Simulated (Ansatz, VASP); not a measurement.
# Two plane-wave programs on Re

INCAR

```
PREC     = Accurate       # precision mode
ENCUT    = 520            # plane-wave cutoff, eV
EDIFF    = 1E-6           # SCF threshold, eV
ISMEAR   = 0              # smearing method
SIGMA    = 0.1            # smearing width, eV
LREAL    = F              # projectors in reciprocal space
LASPH    = T              # aspherical terms in the spheres
NELM     = 80             # most SCF steps
ALGO     = Fast           # electronic algorithm
ISIF     = 2              # what is computed and relaxed
LWAVE    = F              # write WAVECAR
LCHARG   = F              # write CHGCAR
GGA      = PE             # functional
NBANDS   = 14             # bands
```

The input KPOINTS:

```
Automatic mesh
0
Gamma
  18 18 10
```

POSCAR

```
Re
1.0
    2.8672943308      0.0000000000      0.0000000000
   -1.4336471654      2.4831497306      0.0000000000
    0.0000000000      0.0000000000      4.7056210498
Re
2
Direct
    0.3333333300      0.6666666700      0.3058836968
    0.6666666700      0.3333333300      0.6941163032
```

Input for Ansatz:

```yaml
crystal:
  lattice:
    - [2.8672943308, 0.0, 0.0]
    - [-1.4336471654, 2.4831497306, 0.0]
    - [0.0, 0.0, 4.7056210498]
  atoms:
    - { symbol: Re, position: [0.33333333, 0.66666667, 0.3058836968] }
    - { symbol: Re, position: [0.66666667, 0.33333333, 0.6941163032] }
basis:
  ecutwfc: 420
kpoints:
  mp_grid: { grid: [18, 18, 10] }
hamiltonian:
  xc: pbe
scf:
  occupations: { method: gaussian, width: 0.1 }
output:
  forces: true
  stress: true
  eigenvalues: true
  populations: true
```

Alike in both runs: task single point; functional PBE; k mesh 18 × 18 × 10; occupations gaussian, width 0.1 eV; no spin polarisation.

|  | VASP | Ansatz |
| --- | --- | --- |
| version | VASP 6.6.1 | Ansatz 0.2.0 |
| potentials or method | VASP PAW PBE potentials, release 64 (Re), cutoff 520 eV | scalar-relativistic, plane waves, PAW |
| valence electrons in the cell | 14 | 30 |

|  | VASP | Ansatz | Ansatz less VASP |
| --- | --- | --- | --- |
| gap on the k mesh at the Fermi level (eV) | none | none | - |
| pressure (GPa) | -0.9 | 0.0 | +0.93 |
| traceless stress, the component that is largest in VASP (GPa) | 8.64 | 9.31 | +0.666 |
| rms of the force components (eV/Å) | 2.552 | 2.677 | +0.1254 |

Atom by atom the forces differ by 0.125 eV/Å (rms over components). A gap of «none» marks a metal or a gap that the smearing closes. VASP's potentials hold 14 valence electrons a cell and Ansatz's 30, so a difference there can come from the potentials and not from the codes.

Spin-orbit coupling is off throughout.
